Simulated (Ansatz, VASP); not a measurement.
## One calculation of Sn2Ir, two programs

Contents of INCAR:

```
PREC     = Accurate       # precision mode
ENCUT    = 520            # plane-wave cutoff, eV
EDIFF    = 1E-7           # SCF threshold, eV
ISMEAR   = -1             # smearing method
SIGMA    = 0.08           # smearing width, eV
LREAL    = F              # projectors in reciprocal space
LASPH    = T              # aspherical terms in the spheres
NELM     = 60             # most SCF steps
ALGO     = Normal         # electronic algorithm
ISIF     = 2              # what is computed and relaxed
LWAVE    = F              # write WAVECAR
LCHARG   = F              # write CHGCAR
LDIPOL   = T            
IDIPOL   = 3            
DIPOL    = 0.5 0.5 0.500
GGA      = CA             # functional
NBANDS   = 46             # bands
```

The input KPOINTS:

```
regular mesh
0
Gamma
  9 9 1
```

POSCAR

```
Sn2Ir
1.0
    4.4575016955      0.0000000000      0.0000000000
   -2.2287508478      3.8603097057      0.0000000000
    0.0000000000      0.0000000000     21.4593000000
Sn Ir
4 2
Direct
    0.0000000000      0.0000000000      0.3727986854
    0.6666666670      0.3333333330      0.4575995620
    0.3333333330      0.6666666670      0.5424004380
    0.0000000000      0.0000000000      0.6272013146
    0.3333333330      0.6666666670      0.4151991234
    0.6666666670      0.3333333330      0.5848008766
```

Input for Ansatz:

```yaml
crystal:
  lattice:
    - [4.4575016955, 0.0, 0.0]
    - [-2.2287508478, 3.8603097057, 0.0]
    - [0.0, 0.0, 21.4593]
  atoms:
    - { symbol: Sn, position: [0.0, 0.0, 0.3727986854] }
    - { symbol: Ir, position: [0.333333333, 0.666666667, 0.4151991234] }
    - { symbol: Sn, position: [0.666666667, 0.333333333, 0.457599562] }
    - { symbol: Sn, position: [0.333333333, 0.666666667, 0.542400438] }
    - { symbol: Ir, position: [0.666666667, 0.333333333, 0.5848008766] }
    - { symbol: Sn, position: [0.0, 0.0, 0.6272013146] }
kpoints:
  mp_grid: { grid: [9, 9, 1] }
scf:
  occupations: { method: fermi_dirac, width: 0.08 }
hamiltonian:
  xc: lda
  pseudopotentials: { kind: paw }
output:
  forces: true
  stress: true
  eigenvalues: true
  populations: true
efield:
  axis: 3
  amplitude: 0
  dipole_correction: true
```

Alike in both runs: task single point; functional LDA; k mesh 9 × 9 × 1; occupations fermi-dirac, width 0.08 eV; no spin polarisation.

|  | VASP | Ansatz |
| --- | --- | --- |
| version | VASP 6.6.1 | Ansatz 0.2.0 |
| potentials or method | VASP PAW LDA potentials, release 64 (Sn_d, Ir) | PAW with Ansatz's default frozen-core files, scalar-relativistic |
| plane-wave cutoff (eV) | 520 | 420 |
| valence electrons in the cell | 74 | 90 |

```tsv
	VASP	Ansatz	Ansatz less VASP
rms of the force components (eV/Å)	0.111	0.118	+0.0070
```

LDA's correlation is that of Perdew and Zunger in VASP and of Perdew and Wang (1992) in Ansatz. VASP's potentials hold 74 valence electrons a cell and Ansatz's 90, so a difference there can come from the potentials and not from the codes.

Spin-orbit coupling is off throughout.
